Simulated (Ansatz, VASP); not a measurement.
## One calculation of TeMo5, two programs

```xyz
6
Lattice="2.2656 -4.8588 0.0000 2.2656 4.8588 0.0000 0.0000 0.0000 4.4872" Properties=species:S:1:pos:R:3 pbc="T T T"
Te    2.2656    0.0000    2.2436
Mo    0.0000    0.0000    0.0000
Mo    2.2656    1.6727    0.0000
Mo    2.2656   -1.6727    0.0000
Mo    2.2656   -3.2365    2.2436
Mo    2.2656    3.2365    2.2436
```

Change from the starting cell: the structure that the rattled cell fell into.

Alike in both runs: functional PBE; k mesh 10 × 10 × 8; occupations gaussian, width 0.1 eV; no spin polarisation.

Ansatz relaxed the structure, and its values are those at the end. VASP's run is a single point on that final structure, the one shown.

|  | VASP | Ansatz |
| --- | --- | --- |
| version | VASP 6.6.1 | Ansatz 0.2.0 |
| potentials or method | VASP PAW PBE potentials, release 64 (Te, Mo_sv), cutoff 520 eV | scalar-relativistic, plane waves, PAW |
| valence electrons in the cell | 76 | 86 |

|  | VASP | Ansatz | Ansatz less VASP |
| --- | --- | --- | --- |
| gap on the k mesh at the Fermi level (eV) | none | none | - |
| pressure (GPa) | 0.3 | 0.0 | -0.30 |
| rms of the force components (eV/Å) | 0.004 | 0.000 | -0.0037 |

A gap of «none» marks a metal or a gap that the smearing closes. VASP's potentials hold 76 valence electrons a cell and Ansatz's 86, so a difference there can come from the potentials and not from the codes.

Spin-orbit coupling is off throughout.
